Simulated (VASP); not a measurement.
# Na2YMgC6N6 (Fm-3m) in VASP: further runs, part 2 of 2

VASP 6.6.1.

### Step 4. Single point, PBE

Contents of INCAR:

```
ALGO     = Normal         # electronic algorithm
EDIFF    = 1E-6           # SCF threshold, eV
ENCUT    = 520            # plane-wave cutoff, eV
GGA      = PE             # functional
ISIF     = 2              # what is computed and relaxed
ISMEAR   = 0              # smearing method
LASPH    = True           # aspherical terms in the spheres
LCHARG   = False          # write CHGCAR
LREAL    = Auto         
LWAVE    = False          # write WAVECAR
NBANDS   = 54             # bands
NELM     = 60             # most SCF steps
PREC     = Accurate       # precision mode
SIGMA    = 0.1            # smearing width, eV
```

Contents of KPOINTS:

```
k-points
0
Gamma
  4 4 4
```

Contents of POSCAR:

```
Na2YMgC6N6
1.0
    0.0000000000      5.8025653246      5.8025653246
    5.8025653246      0.0000000000      5.8025653246
    5.8025653246      5.8025653246      0.0000000000
Na Y Mg C N
2 1 1 6 6
Direct
    0.2500000000      0.2500000000      0.2500000000
    0.7500000000      0.7500000000      0.7500000000
    0.5000000000      0.5000000000      0.5000000000
    0.0000000000      0.0000000000      0.0000000000
    0.8040884165      0.1959115835      0.1959115835
    0.1959115835      0.8040884165      0.1959115835
    0.1959115835      0.1959115835      0.8040884165
    0.1959115835      0.8040884165      0.8040884165
    0.8040884165      0.1959115835      0.8040884165
    0.8040884165      0.8040884165      0.1959115835
    0.7027488197      0.2972511803      0.2972511803
    0.2972511803      0.7027488197      0.2972511803
    0.2972511803      0.2972511803      0.7027488197
    0.2972511803      0.7027488197      0.7027488197
    0.7027488197      0.2972511803      0.7027488197
    0.7027488197      0.7027488197      0.2972511803
```

Command:

```
> cat potpaw_PBE.64/Na_pv/POTCAR potpaw_PBE.64/Y_sv/POTCAR potpaw_PBE.64/Mg/POTCAR potpaw_PBE.64/C/POTCAR potpaw_PBE.64/N/POTCAR > POTCAR
> mpirun -np 1 vasp_std > vasp.out
```

It took 5.4 min on 1 thread of Intel Xeon Platinum 8559C (Emerald Rapids), shared host; peak memory 0.64 GiB.

The run converged. Its results:

| Property | Result |
| --- | --- |
| Free energy | -116.7350 eV |
| Pressure | 0.3 GPa |
| Largest force | 0.408 eV/Å |
| Band gap on the k mesh | zero (an odd number of electrons rules out a gap without spin polarisation) |

Forces in eV/Å, atoms in the order of the input:
```
Na   0.000  0.000  0.000
Na   0.000  0.000  0.000
Y    0.000  0.000  0.000
Mg   0.000  0.000  0.000
C   -0.408  0.000  0.000
C    0.000 -0.408  0.000
C    0.000  0.000 -0.408
C    0.408  0.000  0.000
C    0.000  0.408  0.000
C    0.000  0.000  0.408
N    0.380  0.000  0.000
N    0.000  0.380  0.000
N    0.000  0.000  0.380
N   -0.380  0.000  0.000
N    0.000 -0.380  0.000
N    0.000  0.000 -0.380
```

Levels at points of the mesh, in eV from the Fermi level:
| k point | band 38 | band 39 | band 40 | band 41 | band 42 | band 43 |
| --- | --- | --- | --- | --- | --- | --- |
| (0.00, 0.00, 0.00) | -5.24 | -4.60 | -4.60 | -0.43 | -0.09 | -0.09 |
| (0.50, 0.00, 0.00) | -5.18 | -4.39 | -4.39 | 0.20 | 0.20 | 0.48 |
| (0.50, 0.50, 0.00) | -4.94 | -4.66 | -4.60 | -0.10 | 0.22 | 0.58 |

### Step 5. Single point, PBE

Contents of INCAR:

```
PREC     = Accurate       # precision mode
ENCUT    = 520            # plane-wave cutoff, eV
EDIFF    = 1E-7           # SCF threshold, eV
ISMEAR   = 0              # smearing method
SIGMA    = 0.1            # smearing width, eV
LREAL    = Auto         
LASPH    = T              # aspherical terms in the spheres
NELM     = 80             # most SCF steps
ALGO     = Normal         # electronic algorithm
ISIF     = 2              # what is computed and relaxed
LWAVE    = F              # write WAVECAR
LCHARG   = F              # write CHGCAR
GGA      = PE             # functional
NBANDS   = 54             # bands
```

Contents of KPOINTS:

```
Automatic mesh
0
Gamma
  6 6 6
```

POSCAR is that of step 4.

Command:

```
> cat potpaw_PBE.64/Na_pv/POTCAR potpaw_PBE.64/Y_sv/POTCAR potpaw_PBE.64/Mg/POTCAR potpaw_PBE.64/C/POTCAR potpaw_PBE.64/N/POTCAR > POTCAR
> mpirun -np 1 vasp_std > vasp.out
```

Wall time 11 min (1 thread of Intel Xeon Platinum 8559C (Emerald Rapids), shared host); peak memory 0.69 GiB.

The run converged. Its results:

- Free energy: -116.7286 eV
- Pressure: 0.3 GPa
- Largest force: 0.403 eV/Å
- Band gap on the k mesh: zero (an odd number of electrons rules out a gap without spin polarisation)

Forces in eV/Å, atoms in the order of the input:
```
Na   0.000  0.000  0.000
Na   0.000  0.000  0.000
Y    0.000  0.000  0.000
Mg   0.000  0.000  0.000
C   -0.403  0.000  0.000
C    0.000 -0.403  0.000
C    0.000  0.000 -0.403
C    0.403  0.000  0.000
C    0.000  0.403  0.000
C    0.000  0.000  0.403
N    0.375  0.000  0.000
N    0.000  0.375  0.000
N    0.000  0.000  0.375
N   -0.375  0.000  0.000
N    0.000 -0.375  0.000
N    0.000  0.000 -0.375
```

Levels at points of the mesh, in eV from the Fermi level:
| k point | band 37 | band 38 | band 39 | band 40 | band 41 | band 42 | band 43 | band 44 |
| --- | --- | --- | --- | --- | --- | --- | --- | --- |
| (0.00, 0.00, 0.00) | -5.22 | -5.22 | -4.58 | -4.58 | -0.40 | -0.07 | -0.07 | -0.07 |
| (0.50, 0.00, 0.00) | -5.16 | -5.16 | -4.37 | -4.37 | 0.22 | 0.22 | 0.50 | 0.59 |
| (0.50, 0.50, 0.00) | -5.02 | -4.92 | -4.64 | -4.57 | -0.08 | 0.24 | 0.60 | 0.89 |

### Step 6. Relaxation of cell and atoms, PBE

This run uses another cell than the first one, of 19.25 Å³/atom.

Contents of INCAR:

```
ALGO     = Normal         # electronic algorithm
EDIFF    = 1E-6           # SCF threshold, eV
EDIFFG   = -0.04          # ionic threshold
ENCUT    = 600            # plane-wave cutoff, eV
GGA      = PE             # functional
IBRION   = 2              # ionic algorithm
ISIF     = 3              # what is computed and relaxed
ISMEAR   = 0              # smearing method
LASPH    = True           # aspherical terms in the spheres
LCHARG   = False          # write CHGCAR
LREAL    = Auto         
LWAVE    = False          # write WAVECAR
NELM     = 100            # most SCF steps
NSW      = 90             # ionic steps
PREC     = Accurate       # precision mode
SIGMA    = 0.1            # smearing width, eV
```

Contents of KPOINTS:

```
k-points
0
Gamma
  4 4 4
```

Contents of POSCAR:

```
Na2YMgC6N6
1.0
    0.0000000000      5.3600000000      5.3600000000
    5.3600000000      0.0000000000      5.3600000000
    5.3600000000      5.3600000000      0.0000000000
Na Y Mg C N
2 1 1 6 6
Direct
    0.2500000000      0.2500000000      0.2500000000
    0.7500000000      0.7500000000      0.7500000000
    0.5000000000      0.5000000000      0.5000000000
    0.0000000000      0.0000000000      0.0000000000
    0.8152985100      0.1847014900      0.1847014900
    0.1847014900      0.8152985100      0.1847014900
    0.1847014900      0.1847014900      0.8152985100
    0.1847014900      0.8152985100      0.8152985100
    0.8152985100      0.1847014900      0.8152985100
    0.8152985100      0.8152985100      0.1847014900
    0.7061567200      0.2938432800      0.2938432800
    0.2938432800      0.7061567200      0.2938432800
    0.2938432800      0.2938432800      0.7061567200
    0.2938432800      0.7061567200      0.7061567200
    0.7061567200      0.2938432800      0.7061567200
    0.7061567200      0.7061567200      0.2938432800
```

Potentials or basis: VASP PAW PBE potentials, release 64 (Na_pv, Y_sv, Mg, C, N).

Command:

```
> cat potpaw_PBE.64/Na_pv/POTCAR potpaw_PBE.64/Y_sv/POTCAR potpaw_PBE.64/Mg/POTCAR potpaw_PBE.64/C/POTCAR potpaw_PBE.64/N/POTCAR > POTCAR
> mpirun -np 1 vasp_std > vasp.out
```

Wall time 44 min (1 thread of Intel Xeon Platinum 8559C (Emerald Rapids), shared host); peak memory 0.71 GiB.

Results (log left out):

- Free energy: -116.7080 eV
- Relaxed volume: 24.48 Å³/atom
- Relaxed cell: a = 8.212 Å, b = 8.212 Å, c = 8.212 Å, α = 60.00°, β = 60.00°, γ = 60.00°
- Space group after relaxing (to 0.1 Å): Fm-3m (No. 225)
- Energy gained by relaxing: 167.7 meV/atom
- Ionic steps: 16
- Pressure after relaxing: -0.1 GPa
- Largest force after relaxing: 0.034 eV/Å
- Band gap on the k mesh: zero (an odd number of electrons rules out a gap without spin polarisation)

Forces in eV/Å, atoms in the order of the input:
```
Na   0.000  0.000  0.000
Na   0.000  0.000  0.000
Y    0.000  0.000  0.000
Mg   0.000  0.000  0.000
C    0.011  0.000  0.000
C    0.000  0.011  0.000
C    0.000  0.000  0.011
C   -0.011  0.000  0.000
C    0.000 -0.011  0.000
C    0.000  0.000 -0.011
N   -0.034  0.000  0.000
N    0.000 -0.034  0.000
N    0.000  0.000 -0.034
N    0.034  0.000  0.000
N    0.000  0.034  0.000
N    0.000  0.000  0.034
```

Step by step:
```tsv
step	energy change (eV)	largest force (eV/Å)	pressure (GPa)	volume (Å³)
1	0.0000	0.9764	11.68	307.98
2	-2.3121	2.9339	-1.26	374.87
3	-2.3175	3.0222	-1.65	378.12
4	3.7172	19.8011	13.17	412.23
5	-2.5734	0.9272	0.63	384.68
6	-2.5784	0.5307	0.36	383.84
7	-2.5784	0.4788	0.32	383.72
8	-2.6167	0.3249	0.04	386.61
9	-2.6660	0.3219	-0.68	394.93
10	-2.6078	1.6644	1.09	393.86
11	-2.6707	0.2620	-0.31	394.70
12	-2.6812	0.1083	-0.15	392.64
13	-2.6825	0.0601	-0.06	391.52
14	-2.6825	0.0610	-0.07	391.67
15	-2.6817	0.2064	-0.28	391.54
16	-2.6826	0.0342	-0.13	391.63
```

Final structure:
```
CELL_PARAMETERS angstrom
0.00000 5.80698 5.80698
5.80698 0.00000 5.80698
5.80698 5.80698 0.00000
ATOMIC_POSITIONS crystal
Na 0.25000 0.25000 0.25000
Na 0.75000 0.75000 0.75000
Y 0.50000 0.50000 0.50000
Mg 0.00000 0.00000 0.00000
C 0.80407 0.19593 0.19593
C 0.19593 0.80407 0.19593
C 0.19593 0.19593 0.80407
C 0.19593 0.80407 0.80407
C 0.80407 0.19593 0.80407
C 0.80407 0.80407 0.19593
N 0.70247 0.29753 0.29753
N 0.29753 0.70247 0.29753
N 0.29753 0.29753 0.70247
N 0.29753 0.70247 0.70247
N 0.70247 0.29753 0.70247
N 0.70247 0.70247 0.29753
```

Levels at points of the mesh, in eV from the Fermi level:
```
           k point  band 37  band 38  band 39  band 40  band 41  band 42  band 43  band 44
(0.00, 0.00, 0.00)    -5.23    -5.23    -4.60    -4.60    -0.42    -0.09    -0.09    -0.09
(0.50, 0.00, 0.00)    -5.17    -5.17    -4.39    -4.39     0.20     0.21     0.48     0.57
(0.50, 0.50, 0.00)    -5.03    -4.93    -4.66    -4.59    -0.11     0.23     0.59     0.88
```

Caveat: the volume moved by over 15 % at a fixed basis, so the end points are rough.

### Step 7. Single point, PBE, collinear spin, ferromagnetic start

This run uses another cell than the first one, of 19.25 Å³/atom.

Contents of INCAR:

```
SYSTEM = Na2YMgC6N6
PREC = Accurate
ENCUT = 520
EDIFF = 1E-7
ISMEAR = 0
SIGMA = 0.1
LREAL = Auto
LASPH = .True.
NELM = 150
ALGO = Normal
ISIF = 2
LWAVE = .False.
LCHARG = .False.
ISPIN = 2
MAGMOM = 0 0 0 0 1 1 1 1 1 1 1 1 1 1 1 1
LORBIT = 11
LMAXMIX = 4
GGA = PE
NBANDS = 58
```

Contents of KPOINTS:

```
Automatic mesh
0
Gamma
  4 4 4
  0 0 0
```

POSCAR is that of step 6.

Command:

```
> cat potpaw_PBE.64/Na_pv/POTCAR potpaw_PBE.64/Y_sv/POTCAR potpaw_PBE.64/Mg/POTCAR potpaw_PBE.64/C/POTCAR potpaw_PBE.64/N/POTCAR > POTCAR
> mpirun -np 1 vasp_std > vasp.out
```

Wall time 8.9 min (1 thread of Intel Xeon Platinum 8559C (Emerald Rapids), shared host); peak memory 0.67 GiB.

The run converged. Its results:

* Free energy: -114.0054 eV
* Pressure: 11.7 GPa
* Largest force: 0.946 eV/Å
* Net moment: 0.00 μB per cell
* Valence electrons inside the program's atomic spheres: Na 5.97; Y 10.33; Mg 0.68; C 2.62; N 3.94

Forces on the atoms (eV/Å):
```
Na   0.000  0.000  0.000
Na   0.000  0.000  0.000
Y    0.000  0.000  0.000
Mg   0.000  0.000  0.000
C    0.946  0.000  0.000
C    0.000  0.946  0.000
C    0.000  0.000  0.946
C   -0.946  0.000  0.000
C    0.000 -0.946  0.000
C    0.000  0.000 -0.946
N    0.136  0.000  0.000
N    0.000  0.136  0.000
N    0.000  0.000  0.136
N   -0.136  0.000  0.000
N    0.000 -0.136  0.000
N    0.000  0.000 -0.136
```

Levels at points of the mesh, in eV from the Fermi level:
Spin up:
```tsv
k point	band 37	band 38	band 39	band 40	band 41	band 42	band 43	band 44
(0.00, 0.00, 0.00)	-5.03	-5.03	-4.12	-4.12	-0.32	-0.32	-0.32	-0.31
(0.50, 0.00, 0.00)	-4.89	-4.89	-3.85	-3.85	0.57	0.59	0.80	0.88
(0.50, 0.50, 0.00)	-4.75	-4.62	-4.14	-4.10	-0.29	0.64	1.08	1.39
```
Spin down:
```tsv
k point	band 37	band 38	band 39	band 40	band 41	band 42	band 43	band 44
(0.00, 0.00, 0.00)	-5.03	-5.03	-4.12	-4.12	-0.32	-0.32	-0.32	-0.31
(0.50, 0.00, 0.00)	-4.89	-4.89	-3.85	-3.85	0.57	0.59	0.80	0.88
(0.50, 0.50, 0.00)	-4.75	-4.62	-4.14	-4.10	-0.29	0.64	1.08	1.39
```

Caveat: the cell stands under pressure.

### Step 8. The runs side by side

```csv
task,spin,cell,k mesh,cutoff (eV),gap on the mesh (eV),pressure (GPa),moment (μB),largest force (eV/Å)
single point,"collinear, ferromagnetic start","a = 8.206 Å, angles 60.0°, 16 atoms, atomic positions A",4 × 4 × 4,520,none,0.3,0.00,0.41
single point,off,"a = 7.580 Å, angles 60.0°, 16 atoms, atomic positions B",4 × 4 × 4,520,none,11.8,-,0.95
single point,off,"a = 8.206 Å, angles 60.0°, 16 atoms, atomic positions A",4 × 4 × 4,520,none,0.3,-,0.41
single point,off,"a = 8.206 Å, angles 60.0°, 16 atoms, atomic positions A",6 × 6 × 6,520,none,0.3,-,0.40
relaxation of cell and atoms,off,"relaxed from a = 7.580 Å, angles 60.0°, 16 atoms, atomic positions B",4 × 4 × 4,600,none,-0.1,-,0.03
single point,"collinear, ferromagnetic start","a = 7.580 Å, angles 60.0°, 16 atoms, atomic positions B",4 × 4 × 4,520,none,11.7,0.00,0.95
```

Alike in all rows: level PBE; potentials or basis VASP PAW PBE potentials, release 64 (Na_pv, Y_sv, Mg, C, N); smearing gaussian 0.1 eV.

Caveats: the cell stands under pressure (at least some runs); the volume moved by over 15 % at a fixed basis, so the end points are rough (at least some runs).

Total energies depend on the potentials used, so only differences within one code and one set of settings carry meaning.
